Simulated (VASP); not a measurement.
# Na3BiAu (Pm-3m) in VASP: single point with PBE

Aim: the single point of Na3BiAu with PBE.

Everything below comes from runs of VASP 6.6.1. Logs are shortened: lines on timing, memory, paths and dates and some standing lists are left out, and cuts for length are marked.

## Step 1: The cell of the first run

Symmetry: Pm-3m, No. 221, cubic system. The conventional cell has a = 5.482 Å, b = 5.482 Å, c = 5.482 Å, α = 90.00°, β = 90.00°, γ = 90.00°. Na (site symmetry 4/mmm) has 2 Au at 2.74 Å within 3.6 Å. Bi (site symmetry m-3m) has 12 Na at 3.88 Å and 8 Au at 4.75 Å within 5.1 Å. Within 3.6 Å of Au (site symmetry m-3m) lie 6 Na at 2.74 Å.

## Step 2: Single point, PBE

Contents of POSCAR:

```
Na3BiAu
1.0
    5.4815025061      0.0000000000      0.0000000000
    0.0000000000      5.4815025061      0.0000000000
    0.0000000000      0.0000000000      5.4815025061
Na Bi Au
3 1 1
Direct
    0.5000000000      0.0000000000      0.0000000000
    0.0000000000      0.5000000000      0.0000000000
    0.0000000000      0.0000000000      0.5000000000
    0.5000000000      0.5000000000      0.5000000000
    0.0000000000      0.0000000000      0.0000000000
```

Contents of INCAR.step1:

```
PREC     = Accurate       # precision mode
ENCUT    = 520            # plane-wave cutoff, eV
EDIFF    = 1E-6           # SCF threshold, eV
ISMEAR   = 0              # smearing method
SIGMA    = 0.1            # smearing width, eV
LREAL    = False          # projectors in reciprocal space
LASPH    = True           # aspherical terms in the spheres
NELM     = 100            # most SCF steps
ALGO     = Normal         # electronic algorithm
ISIF     = 2              # what is computed and relaxed
LWAVE    = False          # write WAVECAR
LCHARG   = True           # write CHGCAR
LMAXMIX  = 4              # l up to which the mixer works
GGA      = PE             # functional
NBANDS   = 32             # bands
```

Contents of KPOINTS.step1:

```
regular mesh
0
Gamma
  8 8 8
```

Contents of INCAR.step2:

```
PREC     = Accurate       # precision mode
ENCUT    = 520            # plane-wave cutoff, eV
EDIFF    = 1E-6           # SCF threshold, eV
ISMEAR   = -5             # smearing method
SIGMA    = 0.1            # smearing width, eV
LREAL    = False          # projectors in reciprocal space
LASPH    = True           # aspherical terms in the spheres
NELM     = 100            # most SCF steps
ALGO     = Normal         # electronic algorithm
ISIF     = 2              # what is computed and relaxed
LWAVE    = False          # write WAVECAR
LCHARG   = False          # write CHGCAR
LMAXMIX  = 4              # l up to which the mixer works
GGA      = PE             # functional
LORBIT   = 10             # projections on sites
NBANDS   = 32             # bands
NEDOS    = 1001           # points of the DOS
ICHARG   = 11             # starting density
```

Contents of KPOINTS.step2:

```
regular mesh
0
Gamma
  12 12 12
```

Potentials or basis: VASP PAW PBE potentials, release 64 (Na_pv, Bi_d, Au).

The run is started by

```sh
$ cat potpaw_PBE.64/Na_pv/POTCAR potpaw_PBE.64/Bi_d/POTCAR potpaw_PBE.64/Au/POTCAR > POTCAR
$ cp INCAR.step1 INCAR
$ cp KPOINTS.step1 KPOINTS
$ mpirun -np 1 vasp_std > vasp.out
$ cp INCAR.step2 INCAR
$ cp KPOINTS.step2 KPOINTS
$ mpirun -np 1 vasp_std > vasp.out
```

OUTCAR:

```text
PREC = Accurate
   ENCUT = 520
   EDIFF = 1E-6
   ISMEAR = -5
   LREAL = False
   LASPH = True
   NELM = 100
   ISIF = 2
   GGA = PE
   LORBIT = 10
   ICHARG = 11

 ion  position               nearest neighbor table
   1  0.500  0.000  0.000-   5 2.74   5 2.74
   2  0.000  0.500  0.000-   5 2.74   5 2.74
   3  0.000  0.000  0.500-   5 2.74   5 2.74
   4  0.500  0.500  0.500-
   5  0.000  0.000  0.000-   1 2.74   2 2.74   3 2.74   3 2.74   2 2.74   1 2.74

  LATTYP: Found a simple cubic cell.
 ALAT       =     5.4815025061

  Lattice vectors:

 A1 = (   5.4815025061,   0.0000000000,   0.0000000000)
 A2 = (   0.0000000000,   5.4815025061,   0.0000000000)
 A3 = (   0.0000000000,   0.0000000000,   5.4815025061)

Analysis of symmetry for initial positions (statically):
=====================================================================
 Subroutine PRICEL returns:
 Original cell was already a primitive cell.

 Routine SETGRP: Setting up the symmetry group for a
 simple cubic supercell.

 Subroutine GETGRP returns: Found 48 space group operations
 (whereof 48 operations were pure point group operations)
 out of a pool of 48 trial point group operations.

The static configuration has the point symmetry O_h .

Analysis of symmetry for dynamics (positions and initial velocities):
=====================================================================
 Subroutine PRICEL returns:
 Original cell was already a primitive cell.

 Routine SETGRP: Setting up the symmetry group for a
 simple cubic supercell.

 Subroutine GETGRP returns: Found 48 space group operations
 (whereof 48 operations were pure point group operations)
 out of a pool of 48 trial point group operations.

The dynamic configuration has the point symmetry O_h .

 Subroutine INISYM returns: Found 48 space group operations
 (whereof 48 operations are pure point group operations),
 and found     1 'primitive' translations

----------------------------------------------------------------------------------------

                                     Primitive cell

  volume of cell :     164.7020

  direct lattice vectors                    reciprocal lattice vectors
     5.481502506  0.000000000  0.000000000     0.182431733  0.000000000  0.000000000
     0.000000000  5.481502506  0.000000000     0.000000000  0.182431733  0.000000000
     0.000000000  0.000000000  5.481502506     0.000000000  0.000000000  0.182431733
[... 102 lines left out ...]
   PSTRESS=    0.0 pullay stress
   NELECT =      47.0000    total number of electrons
   NUPDOWN=      -1.0000    fix difference up-down
   EMIN   =  10.00;   EMAX   =-10.00  energy-range for DOS
   EFERMI =   0.00;   METHOD = LEGACY
   ISMEAR =    -5;   SIGMA  =   0.10  broadening in eV -4-tet -1-fermi 0-gaus
   EFERMI_NEDOS =   21; number of points for ismear=-14 and -15
   IALGO  =     38    algorithm
   IMIX   =      4    mixing-type and parameters
     AMIX     =   0.40;   BMIX     =  1.00
     AMIX_MAG =   1.60;   BMIX_MAG =  1.00
  volume/ion in A,a.u.               =      32.94       222.29
  Fermi-wavevector in a.u.,A,eV,Ry     =   1.077807  2.036761 15.805464  1.161669
  Thomas-Fermi vector in A             =   2.213729
   LORBIT       =     10    0 simple, 1 ext, 2 COOP (PROOUT), +10 PAW based schemes
   GGA     = PE    functional components
   LHFCALC =     F    Hartree Fock is set to
   AEXX    =    0.0000 exact exchange contribution
   IVDW    =     0    specifies the selected vdW correction
   LEPSILON=     F    determine dielectric tensor
   LRPA    =     F    only Hartree local field effects (RPA)
 non-spin polarized calculation
 Fermi weights with tetrahedron method with Bloechl corrections
  energy-cutoff  :      520.00
  volume of cell :      164.70
 maximum number of plane-waves:      4480
 NGX is ok and might be reduce to    42

 number of electron      47.0000044 magnetization

 Free energy of the ion-electron system (eV)
  ---------------------------------------------------
  ext. energy  EPLUGINS =         0.00000000
  ---------------------------------------------------
  free energy    TOTEN  =       -11.40916839 eV

  energy without entropy =      -11.40916839  energy(sigma->0) =      -11.40916839

 E-fermi :   1.5664     XC(G=0):  -7.7520

 val. band max:        1.6084368046   @ k =   0.3333   0.0833   0.0000
 cond. band min:       1.5416718217   @ k =   0.3333   0.1667   0.0833
 fundamental gap:     -0.0667649829
 Fermi energy:         1.5663850714

 k-point     1 :       0.0000    0.0000    0.0000
  band No.  band energies     occupation
      1     -22.4058      2.00000
      2     -22.4058      2.00000
      3     -22.4058      2.00000
      4     -22.3823      2.00000
      5     -22.3823      2.00000
      6     -22.3823      2.00000
[... 829 lines left out ...]
     31       7.4065      0.00000
     32       7.5877      0.00000

 [... further k-points ...]

------------------------ aborting loop because EDIFF is reached ----------------------------------------

  FORCE on cell =-STRESS in cart. coord.  units (eV):
  Direction    XX          YY          ZZ          XY          YZ          ZX
  --------------------------------------------------------------------------------------
  -------------------------------------------------------------------------------------
  Total       -0.0700563     -0.0700563     -0.0700563     -0.0000000      0.0000000     -0.0000000
  in kB       -0.6814893     -0.6814893     -0.6814893     -0.0000000      0.0000000     -0.0000000
  external PRESSURE =      -0.6814893 kB  Pullay stress =       0.0000000 kB

 VOLUME and BASIS-vectors are now :
 -----------------------------------------------------------------------------
  energy-cutoff  :      520.00
  volume of cell :      164.70
      direct lattice vectors                 reciprocal lattice vectors
     5.481502506  0.000000000  0.000000000     0.182431733  0.000000000  0.000000000
     0.000000000  5.481502506  0.000000000     0.000000000  0.182431733  0.000000000
     0.000000000  0.000000000  5.481502506     0.000000000  0.000000000  0.182431733

 POSITION                                       TOTAL-FORCE (eV/Angst)
 -----------------------------------------------------------------------------------
      2.74075      0.00000      0.00000         0.000000      0.000000      0.000000
      0.00000      2.74075      0.00000         0.000000      0.000000      0.000000
      0.00000      0.00000      2.74075         0.000000      0.000000      0.000000
      2.74075      2.74075      2.74075         0.000000      0.000000      0.000000
      0.00000      0.00000      0.00000         0.000000      0.000000      0.000000
 -----------------------------------------------------------------------------------
    total drift:                                0.000000      0.000000     -0.000000

  FREE ENERGIE OF THE ION-ELECTRON SYSTEM (eV)
  ---------------------------------------------------
  free  energy   TOTEN  =       -11.4091683931 eV

  energy  without entropy=      -11.4091683931  energy(sigma->0) =      -11.40916839

 total charge

# of ion       s       p       d       tot
------------------------------------------
    1        0.071   5.981   0.000   6.052
    2        0.071   5.981   0.000   6.052
    3        0.071   5.981   0.000   6.052
    4        1.500   1.352   9.877  12.729
    5        0.858   0.073   8.846   9.777
--------------------------------------------------
tot          2.570  19.368  18.723  40.662
```

OSZICAR.step1:

```text
N       E                     dE             d eps       ncg     rms          rms(c)
DAV:   1     0.465869045783E+03    0.46587E+03   -0.23427E+04  2240   0.153E+03
DAV:   2     0.276889496864E+02   -0.43818E+03   -0.42033E+03  2264   0.437E+02
DAV:   3    -0.102856619578E+02   -0.37975E+02   -0.37151E+02  2648   0.148E+02
DAV:   4    -0.114755839190E+02   -0.11899E+01   -0.11875E+01  2592   0.256E+01
DAV:   5    -0.115187915679E+02   -0.43208E-01   -0.43205E-01  3384   0.454E+00    0.276E+00
DAV:   6    -0.114427226673E+02    0.76069E-01   -0.17078E-01  2632   0.220E+00    0.107E+00
DAV:   7    -0.114212650389E+02    0.21458E-01   -0.23082E-02  2808   0.101E+00    0.446E-01
DAV:   8    -0.114181623966E+02    0.31026E-02   -0.10467E-02  2720   0.665E-01    0.154E-01
DAV:   9    -0.114184461253E+02   -0.28373E-03   -0.52901E-04  2648   0.187E-01    0.234E-02
DAV:  10    -0.114184470725E+02   -0.94720E-06   -0.30890E-05  3080   0.417E-02    0.810E-03
DAV:  11    -0.114184485705E+02   -0.14979E-05   -0.10597E-05  2696   0.264E-02    0.336E-03
DAV:  12    -0.114184491029E+02   -0.53247E-06   -0.56315E-07  1768   0.582E-03
   1 F= -.11418449E+02 E0= -.11405571E+02  d E =-.257560E-01
```

Run time: 7.8 min. Hardware: 1 thread of Intel Xeon Platinum 8259CL at 2.50GHz (Skylake/Cascade Lake), shared host; peak memory 0.55 GiB.

Results:

```
Valence electrons inside the program's atomic spheres : Na 6.05; Bi 12.73; Au 9.78
```

Caveat: spin-orbit coupling is left out, which moves the levels of the heavy elements; tetrahedron occupations give inexact forces and stress in metals.
